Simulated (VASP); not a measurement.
A run of VASP 6.6.1:

INCAR

```
  PREC = Accurate
  ENCUT = 520
  EDIFF = 1E-7
  ISMEAR = 0
  SIGMA = 0.1
  LREAL = F
  LASPH = T
  NELM = 100
  ALGO = Normal
  ISIF = 2
  LWAVE = F
  LCHARG = F
  GGA = PE
  NBANDS = 20
```

The input KPOINTS:

```
regular mesh
0
Gamma
  6 6 4
```

Contents of POSCAR:

```
AgI2
1.0
    5.6006379178      0.0000000000      0.0000000000
   -2.8003189589      4.8502947142      0.0000000000
    0.0000000000      0.0000000000      3.9722545328
Ag I
1 2
Direct
    0.0000000000      0.0000000000      0.0000000000
    0.3333333333      0.6666666667      0.5000000000
    0.6666666667      0.3333333333      0.5000000000
```

Potentials or basis: VASP PAW PBE potentials, release 64 (Ag, I).

The run is started by

```console
$ cat potpaw_PBE.64/Ag/POTCAR potpaw_PBE.64/I/POTCAR > POTCAR
$ mpirun -np 1 vasp_std > vasp.out
```

Hardware: 1 thread of Intel(R) Xeon(R) Platinum 8488C (Sapphire Rapids) (shared host).

Estimate the wall time of this run.

It took 27 s on 1 thread of Intel(R) Xeon(R) Platinum 8488C (Sapphire Rapids) (shared host), peak memory 0.23 GiB. Counts: scf iterations 14, k points 21.
